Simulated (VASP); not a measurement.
**Pb: electric field gradients with LDA**

Pb:

```
CELL_PARAMETERS angstrom
0.00000 2.54368 2.54368
2.54368 0.00000 2.54368
2.54368 2.54368 0.00000
ATOMIC_POSITIONS crystal
Pb 0.00000 0.00000 0.00000
```

This cell differs from its parent crystal: volume scaled by 1.06.

* Program: VASP 6.6.1
* Task: electric field gradients
* Functional: LDA
* Potentials or basis: VASP PAW LDA potentials, release 64 (Pb_d)
* Cutoff: 520 eV
* k mesh: 13 × 13 × 13
* Occupations: fermi-dirac, width 0.05 eV
* Spin: no spin polarisation
* Dipole correction: no
* Further INCAR settings: ALGO = Normal; EDIFF = 1e-08; NBANDS = 13

```json
{
 "Pressure": "-4.7 GPa",
 "Band gap on the k mesh": "zero (band 7 reaches 12.83 eV, above the bottom of band 8 at 4.62 eV)"
}
```

Levels at points of the mesh, in eV from the Fermi level:
| k point | band 5 | band 6 | band 7 | band 8 | band 9 | band 10 |
| --- | --- | --- | --- | --- | --- | --- |
| (0.00, 0.00, 0.00) | -16.87 | -11.26 | 6.69 | 6.69 | 6.69 | 9.74 |

Run time: 22 s on 1 thread of Intel Xeon 6975P-C, on a shared host, peak memory 0.16 GiB.

Caveat: without QUAD_EFG the Cq values of the log hold for a quadrupole moment of 1 mb, not for the nuclei; spin-orbit coupling is left out, which moves the levels of the heavy elements.
